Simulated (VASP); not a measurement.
# P (P6_3/mmc) in VASP: notebook, part 2 of 2

VASP 6.6.1. The steps go on from the part before.

## (4) Single point, PBEsol (volume scaled by 1.08)

The input, INCAR:

```
SYSTEM = P
ALGO     = Normal         ! electronic algorithm
EDIFF    = 1E-7           ! SCF threshold, eV
ENCUT    = 520            ! plane-wave cutoff, eV
GGA      = PS             ! functional
ISIF     = 2              ! what is computed and relaxed
ISMEAR   = -1             ! smearing method
LASPH    = .TRUE.         ! aspherical terms in the spheres
LCHARG   = .FALSE.        ! write CHGCAR
LREAL    = .FALSE.        ! projectors in reciprocal space
LWAVE    = .FALSE.        ! write WAVECAR
NBANDS   = 12             ! bands
NELM     = 60             ! most SCF steps
PREC     = Accurate       ! precision mode
SIGMA    = 0.1            ! smearing width, eV
```

The input, KPOINTS:

```
k-points
0
G
  13 13 11
  0 0 0
```

The input, POSCAR:

```
P
1.0
    3.3182274725      0.0000000000      0.0000000000
   -1.6591137362      2.8736692867      0.0000000000
    0.0000000000      0.0000000000      3.2811403669
P
2
Direct
    0.3333333333      0.6666666667      0.2500000000
    0.6666666667      0.3333333333      0.7500000000
```

Potentials or basis: VASP PAW PBE potentials, release 64 (P).

Command:

```
$ cat potpaw_PBE.64/P/POTCAR > POTCAR
$ mpirun -np 1 vasp_std > vasp.out
```

OUTCAR:

```text
SYSTEM = P
   EDIFF = 1E-7
   ENCUT = 520
   GGA = PS
   ISIF = 2
   ISMEAR = -1
   LASPH = .TRUE.
   LREAL = .FALSE.
   NELM = 60
   PREC = Accurate

 ion  position               nearest neighbor table
   1  0.333  0.667  0.250-   2 2.52   2 2.52   2 2.52   2 2.52   2 2.52   2 2.52
   2  0.667  0.333  0.750-   1 2.52   1 2.52   1 2.52   1 2.52   1 2.52   1 2.52

  LATTYP: Found a hexagonal cell.
 ALAT       =     3.3182274725
 C/A-ratio  =     0.9888232178

  Lattice vectors:

 A1 = (   3.3182274725,   0.0000000000,   0.0000000000)
 A2 = (  -1.6591137362,   2.8736692867,   0.0000000000)
 A3 = (   0.0000000000,   0.0000000000,   3.2811403669)

Analysis of symmetry for initial positions (statically):
=====================================================================
 Subroutine PRICEL returns:
 Original cell was already a primitive cell.

 Routine SETGRP: Setting up the symmetry group for a
 hexagonal supercell.

 Subroutine GETGRP returns: Found 24 space group operations
 (whereof 12 operations were pure point group operations)
 out of a pool of 24 trial point group operations.

The static configuration has the point symmetry D_3d.
 The point group associated with its full space group is D_6h.

Analysis of symmetry for dynamics (positions and initial velocities):
=====================================================================
 Subroutine PRICEL returns:
 Original cell was already a primitive cell.

 Routine SETGRP: Setting up the symmetry group for a
 hexagonal supercell.

 Subroutine GETGRP returns: Found 24 space group operations
 (whereof 12 operations were pure point group operations)
 out of a pool of 24 trial point group operations.

The dynamic configuration has the point symmetry D_3d.
 The point group associated with its full space group is D_6h.

 Subroutine INISYM returns: Found 24 space group operations
 (whereof 12 operations are pure point group operations),
 and found     1 'primitive' translations

[... 119 lines left out ...]
   GGA     = PS    functional components
   LHFCALC =     F    Hartree Fock is set to
   AEXX    =    0.0000 exact exchange contribution
   IVDW    =     0    specifies the selected vdW correction
   LEPSILON=     F    determine dielectric tensor
   LRPA    =     F    only Hartree local field effects (RPA)
 non-spin polarized calculation
  energy-cutoff  :      520.00
  volume of cell :       31.29
 maximum number of plane-waves:       855
 NGX is ok and might be reduce to    28
   NGX = 13   NGY = 13   NGZ = 13

 number of electron      10.0000000 magnetization

 number of electron       9.9999999 magnetization

 Free energy of the ion-electron system (eV)
  ---------------------------------------------------
  ext. energy  EPLUGINS =         0.00000000
  ---------------------------------------------------
  free energy    TOTEN  =       -10.92232873 eV

  energy without entropy =      -10.89575809  energy(sigma->0) =      -10.90904341

 E-fermi :   8.6365     XC(G=0): -11.0929

 val. band max:        8.6246662768   @ k =   0.3077   0.2308   0.0909
 cond. band min:       8.6752022133   @ k =   0.1538   0.0000   0.4545
 fundamental gap:      0.0505359365
 Fermi energy:         8.6365427465

 k-point     1 :       0.0000    0.0000    0.0000
  band No.  band energies     occupation
      1      -7.2379      2.00000
      2       4.7254      2.00000
      3       4.9697      2.00000
      4       7.0758      2.00000
      5       7.0758      2.00000
      6      10.9300      0.00000
      7      10.9300      0.00000
      8      11.5474      0.00000
      9      16.3982      0.00000
     10      17.2275      0.00000
     11      20.1935      0.00000
     12      20.1946      0.00000
[... 331 lines left out ...]
 k-point    24 :       0.1538    0.0000    0.0909
  band No.  band energies     occupation
      1      -6.7558      2.00000
      2       2.8765      2.00000
      3       4.6290      2.00000
      4       6.4303      2.00000
      5       7.8644      1.99911
      6      10.4386      0.00000
      7      12.1016      0.00000
      8      13.5113      0.00000
      9      14.1696      0.00000
     10      17.7022      0.00000
     11      17.9312      0.00000
     12      20.1898      0.00000

 [... further k-points ...]
[... 5 lines left out ...]
  --------------------------------------------------------------------------------------
  -------------------------------------------------------------------------------------
  Total       -1.0686303     -1.0686303     -1.5666895     -0.0000000     -0.0000000      0.0000000
  in kB      -54.7230543    -54.7230543    -80.2279616     -0.0000000     -0.0000000      0.0000000
  external PRESSURE =     -63.2246900 kB  Pullay stress =       0.0000000 kB

 VOLUME and BASIS-vectors are now :
 -----------------------------------------------------------------------------
  energy-cutoff  :      520.00
  volume of cell :       31.29
      direct lattice vectors                 reciprocal lattice vectors
     3.318227472  0.000000000  0.000000000     0.301365717  0.173993578  0.000000000
    -1.659113736  2.873669287  0.000000000     0.000000000  0.347987155  0.000000000
     0.000000000  0.000000000  3.281140367     0.000000000  0.000000000  0.304772088

 POSITION                                       TOTAL-FORCE (eV/Angst)
 -----------------------------------------------------------------------------------
     -0.00000      1.91578      0.82029         0.000000     -0.000000      0.000000
      1.65911      0.95789      2.46086        -0.000000      0.000000      0.000000
 -----------------------------------------------------------------------------------
    total drift:                               -0.000000      0.000000      0.000000

  FREE ENERGIE OF THE ION-ELECTRON SYSTEM (eV)
  ---------------------------------------------------
  free  energy   TOTEN  =       -10.9223287327 eV

  energy  without entropy=      -10.8957580891  energy(sigma->0) =      -10.90904341
```

stdout:

```text
POSCAR found type information on POSCAR P
 POSCAR found :  1 types and       2 ions
 scaLAPACK will be used
 -----------------------------------------------------------------------------
|                                                                             |
|                                                                             |
|     You enforced a specific xc type in the INCAR file but a different       |
|     I HOPE YOU KNOW WHAT YOU ARE DOING!                                     |
|                                                                             |
 -----------------------------------------------------------------------------

 LDA part: xc-table for (Slater+PW92), standard interpolation
 POSCAR, INCAR and KPOINTS ok, starting setup
 FFT: planning ... GRIDC
 FFT: planning ... GRID_SOFT
 FFT: planning ... GRID
 WAVECAR not read
 entering main loop
```

It took 23 s on 1 thread of Intel Xeon Platinum 8488C (Sapphire Rapids), shared host; peak memory 0.16 GiB.

What came out:

- Free energy: -10.9223 eV
- Pressure: -6.3 GPa
- Band gap on the k mesh: zero (band 5 reaches 10.26 eV, above the bottom of band 6 at 5.51 eV)

Caveat: the PAW data sets were made with another functional, which shifts forces and pressure a little.

## (5) Single point, PBEsol (volume scaled by 1.12)

The input, INCAR:

```
SYSTEM = P
ALGO = Normal
EDIFF = 1E-7
ENCUT = 520
GGA = PS
ISIF = 2
ISMEAR = -1
LASPH = .TRUE.
LCHARG = .FALSE.
LREAL = .FALSE.
LWAVE = .FALSE.
NBANDS = 12
NELM = 100
PREC = Accurate
SIGMA = 0.1
```

KPOINTS is that of step 4.

The input, POSCAR:

```
P
1.0
    3.3586976497      0.0000000000      0.0000000000
   -1.6793488249      2.9087174883      0.0000000000
    0.0000000000      0.0000000000      3.3211582178
P
2
Direct
    0.3333333333      0.6666666667      0.2500000000
    0.6666666667      0.3333333333      0.7500000000
```

Command:

```
$ cat potpaw_PBE.64/P/POTCAR > POTCAR
$ mpirun -np 1 vasp_std > vasp.out
```

Wall time 32 s (1 thread of Intel Xeon Platinum 8488C (Sapphire Rapids), shared host); peak memory 0.17 GiB.

The run converged. Its results:

| Property | Result |
| --- | --- |
| Free energy | -10.8672 eV |
| Pressure | -8.9 GPa |
| Band gap on the k mesh | zero (band 5 reaches 9.68 eV, above the bottom of band 6 at 5.19 eV) |

Stress tensor (GPa, compression positive):
```
 -7.75   0.00   0.00
  0.00  -7.75   0.00
  0.00   0.00 -11.20
```

Levels at points of the mesh, in eV from the Fermi level:
```
           k point  band 2  band 3  band 4  band 5  band 6  band 7  band 8  band 9
(0.00, 0.00, 0.00)   -3.89   -3.77   -1.50   -1.50    2.29    2.29    3.05    7.43
```

Caveat: the PAW data sets were made with another functional, which shifts forces and pressure a little.

## (6) Single point, PBEsol

The input, INCAR:

```
  PREC = Accurate
  ENCUT = 520
  EDIFF = 1E-6
  ISMEAR = -1
  SIGMA = 0.1
  LREAL = False
  LASPH = True
  NELM = 80
  ALGO = Normal
  ISIF = 2
  LWAVE = False
  LCHARG = True
  GGA = PS
  LELF = True
  LVHAR = True
  NBANDS = 12
```

The input, KPOINTS:

```
regular mesh
0
Gamma
  18 18 16
```

The input, POSCAR:

```
P
1.0
    3.2341853297      0.0000000000      0.0000000000
   -1.6170926648      2.8008866560      0.0000000000
    0.0000000000      0.0000000000      3.1980375448
P
2
Direct
    0.3333333333      0.6666666667      0.2500000000
    0.6666666667      0.3333333333      0.7500000000
```

Potentials or basis: VASP PAW PBE potentials, release 64 (P).

Command:

```
$ cat potpaw_PBE.64/P/POTCAR > POTCAR
$ mpirun -np 1 vasp_std > vasp.out
```

Run time: 36 s. Hardware: 1 thread of Intel Xeon Platinum 8488C (Sapphire Rapids), shared host; peak memory 0.2 GiB.

It converged, with:

| Quantity | Value |
| --- | --- |
| Free energy | -10.9667 eV |
| Pressure | 0.6 GPa |
| Band gap on the k mesh | zero (band 5 reaches 11.76 eV, above the bottom of band 6 at 5.45 eV) |

Stress tensor (GPa, compression positive):
```
 1.12  0.00  0.00
 0.00  1.12  0.00
 0.00  0.00 -0.42
```

Levels at points of the mesh, in eV from the Fermi level:
```csv
k point,band 2,band 3,band 4,band 5,band 6,band 7,band 8,band 9
"(0.00, 0.00, 0.00)",-4.26,-3.21,-1.73,-1.73,2.25,2.25,2.59,8.47
"(0.50, 0.00, 0.00)",-11.28,-4.15,-1.62,-1.43,1.00,2.77,2.93,6.77
"(0.00, 0.00, 0.50)",-13.31,1.07,1.07,1.07,1.07,3.37,3.37,7.07
"(0.50, 0.00, 0.50)",-10.26,-7.54,-7.54,-0.98,-0.98,2.49,2.49,13.41
```

Caveat: the PAW data sets were made with another functional, which shifts forces and pressure a little.

## (7) Overview

```tsv
cell	k mesh	gap on the mesh (eV)	pressure (GPa)
a = 3.234, b = 3.234, c = 3.198 Å, angles 90.0, 90.0, 120.0°, 2 atoms	13 × 13 × 11	none	0.6
a = 3.277, b = 3.277, c = 3.240 Å, angles 90.0, 90.0, 120.0°, 2 atoms	13 × 13 × 11	none	-3.2
a = 3.318, b = 3.318, c = 3.281 Å, angles 90.0, 90.0, 120.0°, 2 atoms	13 × 13 × 11	none	-6.3
a = 3.359, b = 3.359, c = 3.321 Å, angles 90.0, 90.0, 120.0°, 2 atoms	13 × 13 × 11	none	-8.9
a = 3.234, b = 3.234, c = 3.198 Å, angles 90.0, 90.0, 120.0°, 2 atoms	18 × 18 × 16	none	0.6
```

Alike in all rows: task single point; level PBEsol; potentials or basis VASP PAW PBE potentials, release 64 (P); no spin polarisation; cutoff (eV) 520; smearing fermi-dirac 0.1 eV.

Caveats: the PAW data sets were made with another functional, which shifts forces and pressure a little.

Total energies depend on the potentials used, so only differences within one code and one set of settings carry meaning.
